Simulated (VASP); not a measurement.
The system is SrO.

```
CELL_PARAMETERS angstrom
0.00000 2.54908 2.54908
2.54908 0.00000 2.54908
2.54908 2.54908 0.00000
ATOMIC_POSITIONS crystal
Sr 0.50000 0.50000 0.50000
O 0.00000 0.00000 0.00000
```

Base run:

| Property | Result |
| --- | --- |
| Program | VASP 6.6.1 |
| Functional | r2SCAN |
| Dispersion | rVV10 |
| Potentials or basis | VASP PAW PBE potentials, release 64 (Sr_sv, O) |
| Cutoff | 520 eV |
| k mesh | 9 × 9 × 9 |
| Occupations | fermi-dirac, width 0.05 eV |
| Spin | no spin polarisation |

Its results: band gap on the k mesh 3.74 eV, indirect (least direct gap 3.82 eV); pressure 3.3 GPa.

**Question.** The run is repeated on the same cell with these changes: functional from r2SCAN to RPBE; dispersion from rVV10 to none. What comes out?

**Answer.** Band gap on the k mesh 3.42 eV, indirect (least direct gap 3.50 eV); pressure 9.2 GPa.

Several settings changed at once, so the effect can't be laid on one alone.

Caveats: the PAW data sets were made with another functional, which shifts forces and pressure a little.

A k mesh can miss the band edges.
